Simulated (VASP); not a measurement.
ZrC:

```xyz
4
Lattice="3.3915 0.0000 0.0000 -1.6957 2.9371 0.0000 0.0000 0.0000 5.2901" Properties=species:S:1:pos:R:3 pbc="T T T"
Zr    1.6957    0.9790    3.9675
Zr    0.0000    1.9581    1.3225
C     0.0000    0.0000    2.6450
C     0.0000    0.0000    0.0000
```

Base run:

* Program: VASP 6.6.1
* Functional: r2SCAN
* Potentials or basis: VASP PAW PBE potentials, release 64 (Zr_sv, C)
* Cutoff: 520 eV
* k mesh: 7 × 7 × 4
* Occupations: fermi-dirac, width 0.05 eV
* Spin: no spin polarisation

Its results: band gap on the k mesh zero (bands 16 and 17 overlap by 1.23 eV); pressure -2.1 GPa.

**Question.** The run is repeated on the same cell with these changes: functional from r2SCAN to revPBE. What comes out?

**Answer.** Band gap on the k mesh zero (bands 16 and 17 overlap by 1.11 eV); pressure 0.2 GPa.

Caveats: the PAW data sets were made with another functional, which shifts forces and pressure a little.
